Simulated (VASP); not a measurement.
# CdS (P6_3mc) in VASP: electric field gradients with r2SCAN

Aim: the electric field gradients of CdS with r2SCAN.

Program: VASP 6.6.1. These are calculated values, not measurements. Logs are shortened: lines on timing, memory, paths and dates and some standing lists are left out, and cuts for length are marked.

## Step 1: The cell of the first run

It takes space group P6_3mc (No. 186, hexagonal). Conventional cell: a = 4.169 Å, b = 4.169 Å, c = 6.780 Å, α = 90.00°, β = 90.00°, γ = 120.00°. Cd (site symmetry 3m) has 4 S at 2.55 Å within 3.4 Å. Within 3.4 Å of S (site symmetry 3m) lie 4 Cd at 2.55 Å.

## Step 2: Electric field gradients, r2SCAN

Input file POSCAR:

```
CdS
1.0
    4.1688380995      0.0000000000      0.0000000000
   -2.0844190498      3.6103196984      0.0000000000
    0.0000000000      0.0000000000      6.7796174100
Cd S
2 2
Direct
    0.6666666667      0.3333333333      0.5002243700
    0.3333333333      0.6666666667      0.0002243700
    0.6666666667      0.3333333333      0.8767756300
    0.3333333333      0.6666666667      0.3767756300
```

Input file INCAR.step1:

```
PREC = Accurate
ENCUT = 520
ISMEAR = -1
SIGMA = 0.02
LREAL = F
LASPH = T
NELM = 100
NBANDS = 26
GGA = PE
ALGO = Normal
EDIFF = 1E-4
LWAVE = T
LCHARG = F
```

Input file INCAR.step2:

```
PREC = Accurate
ENCUT = 520
EDIFF = 1E-8
ISMEAR = -1
SIGMA = 0.02
LREAL = F
LASPH = T
NELM = 100
ALGO = Normal
ISIF = 2
LWAVE = F
LCHARG = F
METAGGA = R2SCAN
LMIXTAU = T
LEFG = T
NBANDS = 26
ISTART = 1
```

Input file KPOINTS:

```
regular mesh
0
Gamma
  8 8 5
```

Potentials or basis: VASP PAW PBE potentials, release 64 (Cd, S).

Command:

```
> cat potpaw_PBE.64/Cd/POTCAR potpaw_PBE.64/S/POTCAR > POTCAR
> cp INCAR.step1 INCAR
> mpirun -np 1 vasp_std > vasp.out
> cp INCAR.step2 INCAR
> mpirun -np 1 vasp_std > vasp.out
```

OUTCAR:

```text
PREC = Accurate
   ENCUT = 520
   EDIFF = 1E-8
   ISMEAR = -1
   LREAL = F
   LASPH = T
   NELM = 100
   ISIF = 2
   METAGGA = R2SCAN
   ISTART = 1

 ion  position               nearest neighbor table
   1  0.667  0.333  0.500-   4 2.55   4 2.55   4 2.55   3 2.55
   2  0.333  0.667  0.000-   3 2.55   3 2.55   3 2.55   4 2.55
   3  0.667  0.333  0.877-   2 2.55   2 2.55   2 2.55   1 2.55
   4  0.333  0.667  0.377-   1 2.55   1 2.55   1 2.55   2 2.55

  LATTYP: Found a hexagonal cell.
 ALAT       =     4.1688380995
 C/A-ratio  =     1.6262606626

  Lattice vectors:

 A1 = (   4.1688380995,   0.0000000000,   0.0000000000)
 A2 = (  -2.0844190498,   3.6103196984,   0.0000000000)
 A3 = (   0.0000000000,   0.0000000000,   6.7796174100)

Analysis of symmetry for initial positions (statically):
=====================================================================
 Subroutine PRICEL returns:
 Original cell was already a primitive cell.

 Routine SETGRP: Setting up the symmetry group for a
 hexagonal supercell.

 Subroutine GETGRP returns: Found 12 space group operations
 (whereof  6 operations were pure point group operations)
 out of a pool of 24 trial point group operations.

The static configuration has the point symmetry C_3v.
 The point group associated with its full space group is C_6v.

Analysis of symmetry for dynamics (positions and initial velocities):
=====================================================================
 Subroutine PRICEL returns:
 Original cell was already a primitive cell.

 Routine SETGRP: Setting up the symmetry group for a
 hexagonal supercell.

 Subroutine GETGRP returns: Found 12 space group operations
 (whereof  6 operations were pure point group operations)
 out of a pool of 24 trial point group operations.

The dynamic configuration has the point symmetry C_3v.
 The point group associated with its full space group is C_6v.

 Subroutine INISYM returns: Found 12 space group operations
 (whereof  6 operations are pure point group operations),
 and found     1 'primitive' translations

[... 134 lines left out ...]
   NGX = 15   NGY = 15   NGZ = 25

 number of electron      35.9999997 magnetization

 Free energy of the ion-electron system (eV)
  ---------------------------------------------------
  ext. energy  EPLUGINS =         0.00000000
  ---------------------------------------------------
  free energy    TOTEN  =       -59.38290459 eV

  energy without entropy =      -59.38290459  energy(sigma->0) =      -59.38290459

 E-fermi :   1.1925     XC(G=0):  -9.5892

 val. band max:        0.8113759000   @ k =   0.0000   0.0000   0.0000
 cond. band min:       2.4257094094   @ k =   0.0000   0.0000   0.0000
 fundamental gap:      1.6143335094
 Fermi energy:         1.1925159158

 k-point     1 :       0.0000    0.0000    0.0000
  band No.  band energies     occupation
      1     -11.8939      2.00000
      2     -11.4842      2.00000
      3      -7.0380      2.00000
      4      -7.0312      2.00000
      5      -7.0312      2.00000
      6      -6.9455      2.00000
[... 685 lines left out ...]
     25       9.2124      0.00000
     26      10.0718      0.00000

 [... further k-points ...]
[... 5 lines left out ...]
  --------------------------------------------------------------------------------------
  -------------------------------------------------------------------------------------
  Total        0.0249936      0.0249936      0.0311289     -0.0000000      0.0000000      0.0000000
  in kB        0.3924408      0.3924408      0.4887737     -0.0000000      0.0000000      0.0000000
  external PRESSURE =       0.4245518 kB  Pullay stress =       0.0000000 kB

 VOLUME and BASIS-vectors are now :
 -----------------------------------------------------------------------------
  energy-cutoff  :      520.00
  volume of cell :      102.04
      direct lattice vectors                 reciprocal lattice vectors
     4.168838100  0.000000000  0.000000000     0.239874991  0.138491890  0.000000000
    -2.084419050  3.610319698  0.000000000     0.000000000  0.276983781  0.000000000
     0.000000000  0.000000000  6.779617410     0.000000000  0.000000000  0.147500949

 POSITION                                       TOTAL-FORCE (eV/Angst)
 -----------------------------------------------------------------------------------
      2.08442      1.20344      3.39133        -0.000000      0.000000     -0.005876
     -0.00000      2.40688      0.00152         0.000000      0.000000     -0.005876
      2.08442      1.20344      5.94420         0.000000     -0.000000      0.005876
     -0.00000      2.40688      2.55439         0.000000      0.000000      0.005876
 -----------------------------------------------------------------------------------
    total drift:                               -0.000000      0.000000     -0.004904

  FREE ENERGIE OF THE ION-ELECTRON SYSTEM (eV)
  ---------------------------------------------------
  free  energy   TOTEN  =       -59.3829045911 eV

  energy  without entropy=      -59.3829045911  energy(sigma->0) =      -59.38290459

 Electric field gradients (V/A^2)
---------------------------------------------------------------------
 ion       V_xx      V_yy      V_zz      V_xy      V_xz      V_yz
---------------------------------------------------------------------
   1      -1.496    -1.495     2.991     0.001     0.000    -0.000
   2      -1.496    -1.495     2.991     0.001    -0.000     0.000
   3      -0.048    -0.047     0.095     0.000    -0.000     0.000
   4      -0.048    -0.047     0.095     0.000     0.000    -0.000
---------------------------------------------------------------------

 Electric field gradients after diagonalization (V/A^2)
 (convention: |V_zz| > |V_xx| > |V_yy|)
----------------------------------------------------------------------
 ion       V_xx      V_yy      V_zz     asymmetry (V_yy - V_xx)/ V_zz
----------------------------------------------------------------------
   1      -1.497    -1.495     2.991       0.001
   2      -1.497    -1.495     2.991       0.001
   3      -0.048    -0.047     0.095       0.008
   4      -0.048    -0.047     0.095       0.008
----------------------------------------------------------------------

           NMR quadrupolar parameters

 Cq : quadrupolar parameter    Cq=e*Q*V_zz/h
 eta: asymmetry parameters     (V_yy - V_xx)/ V_zz
 Q  : nuclear electric quadrupole moment in mb (millibarn)
----------------------------------------------------------------------
 ion       Cq(MHz)       eta       Q (mb)
----------------------------------------------------------------------
   1       0.007       0.001       1.000
   2       0.007       0.001       1.000
   3       0.000       0.008       1.000
   4       0.000       0.008       1.000
----------------------------------------------------------------------
```

OUTCAR.step1:

```text
PREC = Accurate
   ENCUT = 520
   ISMEAR = -1
   LREAL = F
   LASPH = T
[... 926 lines left out ...]
      2.08442      1.20344      3.39133         0.000000      0.000000     -0.003306
     -0.00000      2.40688      0.00152         0.000000      0.000000     -0.003306
      2.08442      1.20344      5.94420         0.000000     -0.000000      0.003306
     -0.00000      2.40688      2.55439        -0.000000      0.000000      0.003306
 -----------------------------------------------------------------------------------
    total drift:                               -0.000000      0.000000     -0.000741

  FREE ENERGIE OF THE ION-ELECTRON SYSTEM (eV)
  ---------------------------------------------------
  free  energy   TOTEN  =       -12.2877658676 eV

  energy  without entropy=      -12.2877658676  energy(sigma->0) =      -12.28776587
```

Run time: 5.9 min. Hardware: 1 thread of Intel Xeon 8259CL, shared host; peak memory 0.27 GiB.

What came out:

```
Free energy                             : -59.3829 eV
Pressure                                : 0.0 GPa
Largest force                           : 0.006 eV/Å
Band gap on the k mesh                  : 1.61 eV
Largest electric field gradient by atom : Cd +3.0; S +0.1 V/Å²
```

Forces on the atoms (eV/Å):
```
Cd   0.000  0.000 -0.006
Cd   0.000  0.000 -0.006
S    0.000  0.000  0.006
S    0.000  0.000  0.006
```

Levels at points of the mesh, in eV from the valence-band top:
| k point | band 14 | band 15 | band 16 | band 17 | band 18 | band 19 | band 20 | band 21 | band 22 | band 23 |
| --- | --- | --- | --- | --- | --- | --- | --- | --- | --- | --- |
| (0.00, 0.00, 0.00) | -0.74 | -0.74 | -0.04 | 0.00 | 0.00 | 1.61 | 3.22 | 6.99 | 6.99 | 7.32 |
| (0.50, 0.00, 0.00) | -3.44 | -2.59 | -1.84 | -1.26 | -0.74 | 4.14 | 4.25 | 5.42 | 6.82 | 7.50 |

Electric field gradients, principal values (V/Å²):
| atom | least | middle | greatest (by size) |
| --- | --- | --- | --- |
| 1 Cd | -1.495 | -1.497 | 2.991 |
| 2 Cd | -1.495 | -1.497 | 2.991 |
| 3 S | -0.047 | -0.048 | 0.095 |
| 4 S | -0.047 | -0.048 | 0.095 |

Caveat: without QUAD_EFG the Cq values of the log hold for a quadrupole moment of 1 mb, not for the nuclei; the PAW data sets were made with another functional, which shifts forces and pressure a little.
